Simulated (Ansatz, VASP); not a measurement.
# Two plane-wave programs on MgS

```
Mg S
1.0
     3.61152    0.00000    0.00000
    -1.80576    3.12767    0.00000
     0.00000    0.00000    3.31536
Mg S
1 1
Direct
  0.33333 0.66667 0.50000
  0.00000 0.00000 0.00000
```

Change from the starting cell: species swapped into the LaDy type (P-6m2, No. 187).

Alike in both runs: task relaxation of cell and atoms; functional PBE; k mesh 6 × 6 × 6; occupations gaussian, width 0.1 eV; no spin polarisation.

```csv
,VASP,Ansatz
version,VASP 6.6.1,Ansatz 0.2.0
potentials or method,"VASP PAW PBE potentials, release 64 (Mg, S), cutoff 600 eV","scalar-relativistic, plane waves, PAW"
valence electrons in the cell,8,16
```

VASP gave:

```
gap on the k mesh at the Fermi level, each at its own relaxed structure (eV) : 1.12
relaxed volume (Å³/atom)                                                     : 18.57
relaxed length of the cell vector where the two differ most in proportion (Å)              : 3.298
```

**Question.** What did Ansatz give for the same quantities?

**Answer.** gap on the k mesh at the Fermi level, each at its own relaxed structure (eV): 1.15; relaxed volume (Å³/atom): 18.69; relaxed length of the cell vector where the two differ most in proportion (Å): 3.307.

VASP's potentials hold 8 valence electrons a cell and Ansatz's 16, so a difference there can come from the potentials and not from the codes.
